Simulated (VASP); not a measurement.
# Ge (P6/mmm) in VASP: notebook, part 2 of 2

VASP 6.6.1. The steps go on from the part before.

### 4 Single point, PBEsol

This run uses another cell than the first one, of 18.37 Å³/atom, 1.016 times its volume.

File INCAR:

```
SYSTEM = Ge
PREC = Accurate
ENCUT = 520
EDIFF = 1E-7
ISMEAR = 0
SIGMA = 0.1
LREAL = .False.
LASPH = .True.
NELM = 60
ALGO = Normal
ISIF = 2
LWAVE = .False.
LCHARG = .False.
GGA = PS
NBANDS = 13
```

File KPOINTS:

```
regular mesh
0
Gamma
  24 24 22
  0 0 0
```

File POSCAR:

```
Ge
1.0
    2.8356405375      0.0000000000      0.0000000000
   -1.4178202687      2.4557367415      0.0000000000
    0.0000000000      0.0000000000      2.6386519567
Ge
1
Direct
    0.0000000000      0.0000000000      0.0000000000
```

Potentials or basis: VASP PAW PBE potentials, release 64 (Ge_d).

On the command line:

```bash
cat potpaw_PBE.64/Ge_d/POTCAR > POTCAR
mpirun -np 1 vasp_std > vasp.out
```

OUTCAR:

```text
SYSTEM = Ge
   PREC = Accurate
   ENCUT = 520
   EDIFF = 1E-7
   ISMEAR = 0
   LREAL = .False.
   LASPH = .True.
   NELM = 60
   ISIF = 2
   GGA = PS

 ion  position               nearest neighbor table
   1  0.000  0.000  0.000-

  LATTYP: Found a hexagonal cell.
 ALAT       =     2.8356405375
 C/A-ratio  =     0.9305311875

  Lattice vectors:

 A1 = (   2.8356405375,   0.0000000000,   0.0000000000)
 A2 = (  -1.4178202687,   2.4557367415,   0.0000000000)
 A3 = (   0.0000000000,   0.0000000000,   2.6386519567)

Analysis of symmetry for initial positions (statically):
=====================================================================
 Subroutine PRICEL returns:
 Original cell was already a primitive cell.

 Routine SETGRP: Setting up the symmetry group for a
 hexagonal supercell.

 Subroutine GETGRP returns: Found 24 space group operations
 (whereof 24 operations were pure point group operations)
 out of a pool of 24 trial point group operations.

The static configuration has the point symmetry D_6h.

Analysis of symmetry for dynamics (positions and initial velocities):
[... 160 lines left out ...]
 val. band max:        6.8024404785   @ k =   0.2083   0.1667   0.1818
 cond. band min:       6.8235324683   @ k =   0.2500   0.2500   0.2273
 fundamental gap:      0.0210919898
 Fermi energy:         6.8232819179

 k-point     1 :       0.0000    0.0000    0.0000
  band No.  band energies     occupation
      1     -17.9410      2.00000
      2     -17.8300      2.00000
      3     -17.8300      2.00000
      4     -17.6708      2.00000
      5     -17.6708      2.00000
      6      -6.6301      2.00000
      7      13.8212      0.00000
      8      15.2257      0.00000
      9      15.2257      0.00000
     10      17.2824      0.00000
     11      21.0721      0.00000
     12      21.0721      0.00000
     13      21.9647      0.00000
[... 354 lines left out ...]
  band No.  band energies     occupation
      1     -17.9153      2.00000
      2     -17.8144      2.00000
      3     -17.7276      2.00000
      4     -17.6924      2.00000
      5     -17.6850      2.00000
      6      -1.5460      2.00000
      7       1.1509      2.00000
      8      10.4644      0.00000
      9      15.5100      0.00000
     10      17.7927      0.00000
     11      23.2639      0.00000
     12      24.1215      0.00000
     13      24.2174      0.00000

 [... further k-points ...]
[... 5 lines left out ...]
  --------------------------------------------------------------------------------------
  -------------------------------------------------------------------------------------
  Total       -0.0130073     -0.0130073     -0.0229734     -0.0000000      0.0000000     -0.0000000
  in kB       -1.1341790     -1.1341790     -2.0031818     -0.0000000      0.0000000     -0.0000000
  external PRESSURE =      -1.4238466 kB  Pullay stress =       0.0000000 kB

 VOLUME and BASIS-vectors are now :
 -----------------------------------------------------------------------------
  energy-cutoff  :      520.00
  volume of cell :       18.37
      direct lattice vectors                 reciprocal lattice vectors
     2.835640537  0.000000000  0.000000000     0.352654008  0.203604886  0.000000000
    -1.417820269  2.455736741  0.000000000     0.000000000  0.407209773  0.000000000
     0.000000000  0.000000000  2.638651957     0.000000000  0.000000000  0.378981395

 POSITION                                       TOTAL-FORCE (eV/Angst)
 -----------------------------------------------------------------------------------
      0.00000      0.00000      0.00000         0.000000      0.000000      0.000000
 -----------------------------------------------------------------------------------
    total drift:                                0.000000      0.000000      0.000000

  FREE ENERGIE OF THE ION-ELECTRON SYSTEM (eV)
  ---------------------------------------------------
  free  energy   TOTEN  =        -4.7546089381 eV

  energy  without entropy=       -4.7525165641  energy(sigma->0) =       -4.75356275
```

It took 2 min on 1 thread of Intel Xeon 8259CL, shared host; peak memory 0.27 GiB.

What came out:

* Free energy: -4.7546 eV
* Pressure: -0.1 GPa
* Band gap on the k mesh: zero (band 7 reaches 13.91 eV, above the bottom of band 8 at 3.18 eV)

Stress tensor (GPa, compression positive):
```
-0.11  0.00  0.00
 0.00 -0.11  0.00
 0.00  0.00 -0.20
```

Caveat: the PAW data sets were made with another functional, which shifts forces and pressure a little.

### 5 Relaxation of cell and atoms, PBEsol

File INCAR:

```
SYSTEM = Ge
PREC = Accurate
ENCUT = 600
EDIFF = 1E-6
ISMEAR = 0
SIGMA = 0.1
LREAL = .False.
LASPH = .True.
NELM = 100
ALGO = Normal
ISIF = 3
LWAVE = .False.
LCHARG = .False.
GGA = PS
IBRION = 2
NSW = 100
EDIFFG = -0.01
```

KPOINTS is that of step 4.

File POSCAR:

```
Ge
1.0
    2.8244046401      0.0000000000      0.0000000000
   -1.4122023200      2.4460061689      0.0000000000
    0.0000000000      0.0000000000      2.6168623557
Ge
1
Direct
    0.0000000000      0.0000000000      0.0000000000
```

On the command line:

```bash
cat potpaw_PBE.64/Ge_d/POTCAR > POTCAR
mpirun -np 1 vasp_std > vasp.out
```

It took 4.1 min on 1 thread of Intel Xeon 8259CL, shared host; peak memory 0.3 GiB.

It converged, with:

| Quantity | Value |
| --- | --- |
| Free energy | -4.7546 eV |
| Relaxed volume | 18.42 Å³/atom |
| Relaxed cell | a = 2.838 Å, b = 2.838 Å, c = 2.641 Å, α = 90.00°, β = 90.00°, γ = 120.00° |
| Space group after relaxing (to 0.05 Å) | P6/mmm (No. 191) |
| Energy gained by relaxing | 1.4 meV/atom |
| Ionic steps | 3 |
| Pressure after relaxing | -0.1 GPa |
| Band gap on the k mesh | zero (band 7 reaches 13.86 eV, above the bottom of band 8 at 3.16 eV) |

The path:
| step | energy change (eV) | largest force (eV/Å) | pressure (GPa) | volume (Å³) |
| --- | --- | --- | --- | --- |
| 1 | 0.0000 | 0.0000 | 1.19 | 18.08 |
| 2 | -0.0014 | 0.0000 | -0.05 | 18.43 |
| 3 | -0.0014 | 0.0000 | -0.05 | 18.42 |

Final structure:
```
CELL_PARAMETERS angstrom
2.83804 0.00000 0.00000
-1.41902 2.45782 0.00000
0.00000 0.00000 2.64061
ATOMIC_POSITIONS crystal
Ge 0.00000 0.00000 0.00000
```

Levels at points of the mesh, in eV from the Fermi level:
```
           k point  band 4  band 5  band 6  band 7  band 8  band 9  band 10  band 11
(0.00, 0.00, 0.00)  -24.49  -24.49  -13.43    6.99    8.38    8.38    10.45    14.23
(0.50, 0.00, 0.00)  -24.51  -24.51   -8.29   -5.81    4.11    8.12    10.96    16.72
(0.00, 0.00, 0.50)  -24.57  -24.53   -9.34   -6.15   11.50   11.50    16.78    17.82
(0.50, 0.00, 0.50)  -24.51  -24.41   -3.79   -2.50   -2.03    3.31     7.24    12.66
```

Caveat: the PAW data sets were made with another functional, which shifts forces and pressure a little.

### 6 Relaxation of cell and atoms, PBEsol

This run uses another cell than the first one: it holds 3 atoms, not 1.

Changes to INCAR since step 5:

```diff
@@ -3,3 +3,3 @@
 ENCUT = 600
-EDIFF = 1E-6
+EDIFF = 1E-7
 ISMEAR = 0
```

File KPOINTS:

```
regular mesh
0
Gamma
  12 12 16
  0 0 0
```

File POSCAR:

```
Ge
1.0
    4.7890679370      0.0000000000      0.0000000000
   -2.3945339685      4.1474544939      0.0000000000
    0.0000000000      0.0000000000      2.7716348438
Ge
3
Direct
    0.0000000000      0.0000000000      0.0000000000
    0.3333333333      0.6666666667      0.5000000000
    0.6666666667      0.3333333333      0.5000000000
```

Potentials or basis: VASP PAW PBE potentials, release 64 (Ge_d).

On the command line:

```bash
cat potpaw_PBE.64/Ge_d/POTCAR > POTCAR
mpirun -np 1 vasp_std > vasp.out
```

Run time: 5.4 min. Hardware: 1 thread of Oxide Virtual Turin-like, shared host; peak memory 0.32 GiB.

Results (log left out):

- Free energy: -13.9923 eV
- Relaxed volume: 18.38 Å³/atom
- Relaxed cell: a = 4.792 Å, b = 4.792 Å, c = 2.773 Å, α = 90.00°, β = 90.00°, γ = 120.00°
- Space group after relaxing (to 0.05 Å): P6/mmm (No. 191)
- Energy gained by relaxing: 0.0 meV/atom
- Ionic steps: 2
- Pressure after relaxing: 0.1 GPa
- Band gap on the k mesh: zero (band 21 reaches 8.99 eV, above the bottom of band 22 at 3.62 eV)

Final structure:
```
Ge
1.0
     4.79159    0.00000    0.00000
    -2.39579    4.14964    0.00000
     0.00000    0.00000    2.77274
Ge
3
Direct
  0.00000 0.00000 0.00000
  0.33333 0.66667 0.50000
  0.66667 0.33333 0.50000
```

Levels at points of the mesh, in eV from the Fermi level:
| k point | band 18 | band 19 | band 20 | band 21 | band 22 | band 23 | band 24 | band 25 |
| --- | --- | --- | --- | --- | --- | --- | --- | --- |
| (0.00, 0.00, 0.00) | -6.48 | -3.45 | -3.45 | -3.35 | -3.35 | 4.94 | 8.81 | 8.93 |
| (0.50, 0.00, 0.00) | -7.92 | -5.66 | 1.00 | 1.12 | 2.81 | 3.13 | 4.65 | 6.96 |
| (0.00, 0.00, 0.50) | -2.47 | -1.66 | -1.41 | -0.80 | -0.47 | -0.47 | 1.02 | 1.02 |
| (0.50, 0.00, 0.50) | -6.59 | -5.00 | -3.08 | -2.22 | -1.68 | 0.15 | 4.18 | 4.78 |

Caveat: the PAW data sets were made with another functional, which shifts forces and pressure a little.

### 7 Overview

```csv
task,cell,k mesh,cutoff (eV),gap on the mesh (eV),pressure (GPa),relaxed volume (Å³/atom)
single point,"a = 2.824, b = 2.824, c = 2.617 Å, angles 90.0, 90.0, 120.0°, 1 atom",9 × 9 × 6,520,none,-0.1,-
relaxation of cell and atoms,"relaxed from a = 2.805, b = 2.805, c = 2.755 Å, angles 90.0, 90.0, 120.0°, 1 atom",9 × 9 × 6,600,none,0.0,18.08
single point,"a = 2.836, b = 2.836, c = 2.639 Å, angles 90.0, 90.0, 120.0°, 1 atom",24 × 24 × 22,520,none,-0.1,-
relaxation of cell and atoms,"relaxed from a = 2.824, b = 2.824, c = 2.617 Å, angles 90.0, 90.0, 120.0°, 1 atom",24 × 24 × 22,600,none,-0.1,18.42
relaxation of cell and atoms,"relaxed from a = 4.789, b = 4.789, c = 2.772 Å, angles 90.0, 90.0, 120.0°, 3 atoms",12 × 12 × 16,600,none,0.1,18.38
```

Alike in all rows: level PBEsol; potentials or basis VASP PAW PBE potentials, release 64 (Ge_d); no spin polarisation; smearing gaussian 0.1 eV.

Caveats: some runs use coarse meshes; the PAW data sets were made with another functional, which shifts forces and pressure a little.

Total energies depend on the potentials used, so only differences within one code and one set of settings carry meaning.
